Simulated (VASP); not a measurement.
**Pd: single point with PBE**

Pd:

```
Pd
1.0
     2.14223    0.00000    0.00000
     0.00000    2.14223    0.00000
     0.00000    0.00000    2.14223
Pd
1
Direct
  0.00000 0.00000 0.00000
```

This cell differs from its parent crystal: volume scaled by 0.55.

| Property | Result |
| --- | --- |
| Program | VASP 6.6.1 |
| Task | single point |
| Functional | PBE |
| Potentials or basis | VASP PAW PBE potentials, release 64 (Pd) |
| Cutoff | 520 eV |
| k mesh | 15 × 15 × 15 |
| Occupations | fermi-dirac, width 0.08 eV |
| Spin | no spin polarisation |

```yaml
Pressure: 333.4 GPa
Band_gap_on_the_k_mesh: zero (band 5 reaches 22.22 eV, above the bottom of band 6 at 17.32 eV)
```

Levels at points of the mesh, in eV from the Fermi level:
| k point | band 1 | band 2 | band 3 | band 4 | band 5 | band 6 | band 7 | band 8 | band 9 | band 10 |
| --- | --- | --- | --- | --- | --- | --- | --- | --- | --- | --- |
| (0.00, 0.00, 0.00) | -10.92 | -10.56 | -10.56 | 0.26 | 0.26 | 0.26 | 20.52 | 20.52 | 20.52 | 24.06 |

It took 3.6 s on 1 thread of Intel(R) Xeon(R) 6975P-C (Granite Rapids) (shared host), peak memory 0.12 GiB.
